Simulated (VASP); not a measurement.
# InCuO (P4/mmm) in VASP: a series of runs, part 2 of 2

VASP 6.6.1. The steps go on from the part before.

## Step 4: Single point, PBE

This run uses another cell than the first one: it holds 6 atoms, not 3.

The input, INCAR:

```
PREC = Accurate ; ENCUT = 520
EDIFF = 1E-7 ; ISMEAR = 0
SIGMA = 0.2 ; LREAL = False
LASPH = True ; NELM = 60
ALGO = Normal ; ISIF = 2
LWAVE = False ; LCHARG = True
GGA = PE ; LELF = True
LVHAR = True ; NBANDS = 39
```

The input, KPOINTS:

```
Automatic mesh
0
Gamma
  8 4 4
```

The input, POSCAR:

```
InCuO
1.0
   -2.9553030830      0.0000000000      0.0000000000
    0.0000000000      0.0000000000     -5.2707039085
    0.0000000000     -5.9106061660      0.0000000000
In Cu O
2 2 2
Direct
    1.0000000000      0.0000000000      0.5000000000
    0.0000000000      0.0000000000      0.0000000000
    0.5000000000      0.5000000000      0.7500000000
    0.5000000000      0.5000000000      0.2500000000
    1.0000000000      0.5000000000      0.5000000000
    1.0000000000      0.5000000000      1.0000000000
```

Potentials or basis: VASP PAW PBE potentials, release 64 (In_d, Cu, O).

Command:

```console
> cat potpaw_PBE.64/In_d/POTCAR potpaw_PBE.64/Cu/POTCAR potpaw_PBE.64/O/POTCAR > POTCAR
> mpirun -np 1 vasp_std > vasp.out
```

OUTCAR:

```text
PREC = Accurate
   ENCUT = 520
   EDIFF = 1E-7
   ISMEAR = 0
   LREAL = False
   LASPH = True
   NELM = 60
   ISIF = 2
   GGA = PE

 ion  position               nearest neighbor table
   1  0.000  0.000  0.500-   5 2.64   5 2.64   2 2.96   2 2.96   4 3.36   3 3.36   4 3.36   3 3.36
                             3 3.36   4 3.36   3 3.36   4 3.36
   2  0.000  0.000  0.000-   6 2.64   6 2.64   1 2.96   1 2.96   4 3.36   3 3.36   4 3.36   3 3.36
                             3 3.36   4 3.36   3 3.36   4 3.36
   3  0.500  0.500  0.750-   5 2.09   6 2.09   5 2.09   6 2.09   1 3.36   2 3.36   1 3.36   2 3.36
                             1 3.36   2 3.36   1 3.36   2 3.36
   4  0.500  0.500  0.250-   5 2.09   6 2.09   5 2.09   6 2.09   1 3.36   2 3.36   1 3.36   2 3.36
                             1 3.36   2 3.36   1 3.36   2 3.36
   5  0.000  0.500  0.500-   3 2.09   4 2.09   3 2.09   4 2.09   1 2.64   1 2.64
   6  0.000  0.500  0.000-   3 2.09   4 2.09   3 2.09   4 2.09   2 2.64   2 2.64

  LATTYP: Found a simple orthorhombic cell.
 ALAT       =     2.9553030830
 B/A-ratio  =     1.7834732210
 C/A-ratio  =     2.0000000000

  Lattice vectors:

 A1 = (  -2.9553030830,   0.0000000000,   0.0000000000)
 A2 = (   0.0000000000,   0.0000000000,  -5.2707039085)
 A3 = (   0.0000000000,  -5.9106061660,   0.0000000000)

Analysis of symmetry for initial positions (statically):
=====================================================================
 Subroutine PRICEL returns following result:

  LATTYP: Found a simple tetragonal cell.
 ALAT       =     2.9553030830
 C/A-ratio  =     1.7834732210

  Lattice vectors:

 A1 = (   2.9553030830,   0.0000000000,   0.0000000000)
 A2 = (   0.0000000000,  -2.9553030830,   0.0000000000)
 A3 = (   0.0000000000,   0.0000000000,  -5.2707039085)

   2 primitive cells build up your supercell.

 Routine SETGRP: Setting up the symmetry group for a
 simple orthorhombic supercell.

 Subroutine GETGRP returns: Found  8 space group operations
[... 152 lines left out ...]
  Fermi-wavevector in a.u.,A,eV,Ry     =   1.419355  2.682192 27.409869  2.014569
  Thomas-Fermi vector in A             =   2.540384
   LORBIT       =      0    0 simple, 1 ext, 2 COOP (PROOUT), +10 PAW based schemes
   GGA     = PE    functional components
   LHFCALC =     F    Hartree Fock is set to
   AEXX    =    0.0000 exact exchange contribution
   IVDW    =     0    specifies the selected vdW correction
   LEPSILON=     F    determine dielectric tensor
   LRPA    =     F    only Hartree local field effects (RPA)
 non-spin polarized calculation
 Gauss-broadening in eV      SIGMA  =   0.20
  energy-cutoff  :      520.00
  volume of cell :       92.07
 maximum number of plane-waves:      2508
 NGX is ok and might be reduce to    24

 number of electron      60.0000028 magnetization

 Free energy of the ion-electron system (eV)
  ---------------------------------------------------
  ext. energy  EPLUGINS =         0.00000000
  ---------------------------------------------------
  free energy    TOTEN  =       -24.40989649 eV

  energy without entropy =      -24.34971486  energy(sigma->0) =      -24.37980567

 E-fermi :   6.8154     XC(G=0): -11.0322

 val. band max:        6.7895734626   @ k =   0.3750   0.5000   0.2500
 cond. band min:       6.8213983225   @ k =   0.3750   0.5000   0.0000
 fundamental gap:      0.0318248600
 Fermi energy:         6.8154090306

 k-point     1 :       0.0000    0.0000    0.0000
  band No.  band energies     occupation
      1     -12.0813      2.00000
      2     -11.4650      2.00000
      3      -8.3553      2.00000
      4      -8.0948      2.00000
      5      -7.9322      2.00000
      6      -7.9135      2.00000
[... 997 lines left out ...]
     38      13.7718      0.00000
     39      14.1718      0.00000

 [... further k-points ...]

------------------------ aborting loop because EDIFF is reached ----------------------------------------

  FORCE on cell =-STRESS in cart. coord.  units (eV):
  Direction    XX          YY          ZZ          XY          YZ          ZX
  --------------------------------------------------------------------------------------
  -------------------------------------------------------------------------------------
  Total        0.3134924      0.3134673     -0.4298540      0.0000000      0.0000000      0.0000000
  in kB        5.4555048      5.4550681     -7.4804701      0.0000000      0.0000000      0.0000000
  external PRESSURE =       1.1433676 kB  Pullay stress =       0.0000000 kB

 VOLUME and BASIS-vectors are now :
 -----------------------------------------------------------------------------
  energy-cutoff  :      520.00
  volume of cell :       92.07
      direct lattice vectors                 reciprocal lattice vectors
    -2.955303083  0.000000000  0.000000000    -0.338374770  0.000000000  0.000000000
     0.000000000  0.000000000 -5.270703908     0.000000000  0.000000000 -0.189727979
     0.000000000 -5.910606166  0.000000000     0.000000000 -0.169187385  0.000000000

 POSITION                                       TOTAL-FORCE (eV/Angst)
 -----------------------------------------------------------------------------------
      0.00000     -2.95530      0.00000        -0.000000     -0.000000      0.000000
      0.00000      0.00000      0.00000        -0.000000      0.000000      0.000000
     -1.47765     -4.43295     -2.63535         0.000000      0.000000     -0.000000
     -1.47765     -1.47765     -2.63535         0.000000      0.000000     -0.000000
      0.00000     -2.95530     -2.63535        -0.000000      0.000000      0.000000
      0.00000      0.00000     -2.63535        -0.000000      0.000000      0.000000
 -----------------------------------------------------------------------------------
    total drift:                               -0.000000     -0.000000      0.000000

  FREE ENERGIE OF THE ION-ELECTRON SYSTEM (eV)
  ---------------------------------------------------
  free  energy   TOTEN  =       -24.4098964899 eV

  energy  without entropy=      -24.3497148582  energy(sigma->0) =      -24.37980567
```

Wall time 83 s (1 thread of Intel Xeon 6975P-C (Granite Rapids), shared host); peak memory 0.27 GiB.

What came out:

- Free energy: -24.4099 eV
- Pressure: 0.1 GPa
- Band gap on the k mesh: zero (bands 30 and 31 overlap by 1.40 eV)

Caveat: spin-orbit coupling is left out, which moves the levels of the heavy elements. With open d or f shells a metallic result of PBE can be an artefact of self-interaction; +U or a hybrid may open a gap.

## Step 5: Single point, PBE, collinear spin

This run uses another cell than the first one, of 17.92 Å³/atom.

The input, INCAR:

```
SYSTEM = InCuO
PREC = Accurate
ENCUT = 520
EDIFF = 1E-6
ISMEAR = 0
SIGMA = 0.1
LREAL = .False.
LASPH = .True.
NELM = 150
ALGO = Normal
ISIF = 2
LWAVE = .False.
LCHARG = .False.
ISPIN = 2
MAGMOM = 0 1 0
LORBIT = 11
LMAXMIX = 4
GGA = PE
NBANDS = 26
```

The input, KPOINTS:

```
Automatic mesh
0
Gamma
  6 6 4
  0 0 0
```

The input, POSCAR:

```
InCuO
1.0
    2.8988046700      0.0000000000      0.0000000000
    0.0000000000      2.8988046700      0.0000000000
    0.0000000000      0.0000000000      6.3977640500
In Cu O
1 1 1
Direct
    0.0000000000      0.0000000000      0.0000000000
    0.5000000000      0.5000000000      0.5000000000
    0.0000000000      0.0000000000      0.5000000000
```

Command:

```console
> cat potpaw_PBE.64/In_d/POTCAR potpaw_PBE.64/Cu/POTCAR potpaw_PBE.64/O/POTCAR > POTCAR
> mpirun -np 1 vasp_std > vasp.out
```

It took 34 s on 1 thread of Intel Xeon 6975P-C (Granite Rapids), shared host; peak memory 0.22 GiB.

Results (log left out):

```yaml
Free_energy: -12.0348 eV
Pressure: -2.9 GPa
Band_gap_on_the_k_mesh: zero (filled and empty bands overlap)
Net_moment: 0.00 μB per cell
Valence_electrons_inside_the_program's_atomic_spheres: In 11.36; Cu 9.79; O 4.90
```

Stress tensor (GPa, compression positive):
```
-1.16  0.00  0.00
 0.00 -1.16  0.00
 0.00  0.00 -6.32
```

Levels at points of the mesh, in eV from the Fermi level:
Spin up:
```tsv
k point	band 11	band 12	band 13	band 14	band 15	band 16	band 17	band 18	band 19	band 20
(0.00, 0.00, 0.00)	-2.65	-1.97	-1.91	-1.79	-1.79	0.27	2.06	9.42	9.46	9.46
(0.50, 0.00, 0.00)	-3.21	-1.74	-1.66	-1.13	-0.67	1.29	3.23	3.28	7.21	7.51
(0.50, 0.50, 0.00)	-2.24	-1.89	-1.43	-1.26	0.37	0.37	1.08	3.76	6.82	6.85
(0.00, 0.00, 0.50)	-2.65	-2.65	-1.91	-1.80	-1.80	-0.82	4.28	5.96	9.46	9.46
(0.50, 0.00, 0.50)	-2.93	-1.98	-1.74	-1.32	-0.54	1.29	2.08	5.05	5.74	9.25
(0.50, 0.50, 0.50)	-2.28	-1.88	-1.43	-1.26	0.39	0.39	1.48	4.42	4.55	6.07
```
Spin down:
```csv
k point,band 11,band 12,band 13,band 14,band 15,band 16,band 17,band 18,band 19,band 20
"(0.00, 0.00, 0.00)",-2.65,-1.97,-1.91,-1.79,-1.79,0.27,2.06,9.42,9.46,9.46
"(0.50, 0.00, 0.00)",-3.21,-1.74,-1.66,-1.13,-0.67,1.30,3.23,3.28,7.21,7.51
"(0.50, 0.50, 0.00)",-2.24,-1.89,-1.43,-1.26,0.37,0.37,1.08,3.76,6.82,6.85
"(0.00, 0.00, 0.50)",-2.65,-2.65,-1.91,-1.80,-1.80,-0.82,4.28,5.96,9.46,9.46
"(0.50, 0.00, 0.50)",-2.93,-1.98,-1.74,-1.32,-0.54,1.30,2.08,5.05,5.74,9.25
"(0.50, 0.50, 0.50)",-2.28,-1.88,-1.43,-1.26,0.39,0.39,1.48,4.42,4.55,6.07
```

Caveat: the k points lie up to 0.36 Å⁻¹ apart, too coarse for converged energies and pressures of a metal; spin-orbit coupling is left out, which moves the levels of the heavy elements.

## Step 6: Overview

| task | spin | cell | k mesh | cutoff (eV) | smearing | gap on the mesh (eV) | pressure (GPa) | moment (μB) |
| --- | --- | --- | --- | --- | --- | --- | --- | --- |
| relaxation of cell and atoms | off | relaxed from a = 2.936, b = 2.936, c = 5.377 Å, 3 atoms, atomic positions A | 16 × 16 × 10 | 600 | gaussian 0.1 eV | none | 0.0 | - |
| single point | collinear | a = 2.936, b = 2.936, c = 5.377 Å, 3 atoms, atomic positions A | 6 × 6 × 4 | 520 | gaussian 0.1 eV | none | 0.1 | 0.00 |
| single point | off | a = 2.955, b = 5.271, c = 5.911 Å, 6 atoms, atomic positions B | 8 × 4 × 4 | 520 | gaussian 0.2 eV | none | 0.1 | - |
| single point | collinear | a = 2.899, b = 2.899, c = 6.398 Å, 3 atoms, atomic positions A | 6 × 6 × 4 | 520 | gaussian 0.1 eV | none | -2.9 | 0.00 |

Alike in all rows: level PBE; potentials or basis VASP PAW PBE potentials, release 64 (In_d, Cu, O).

Caveats: some runs use coarse meshes; spin-orbit coupling is left out, which moves the levels of the heavy elements.

Total energies depend on the potentials used, so only differences within one code and one set of settings carry meaning.
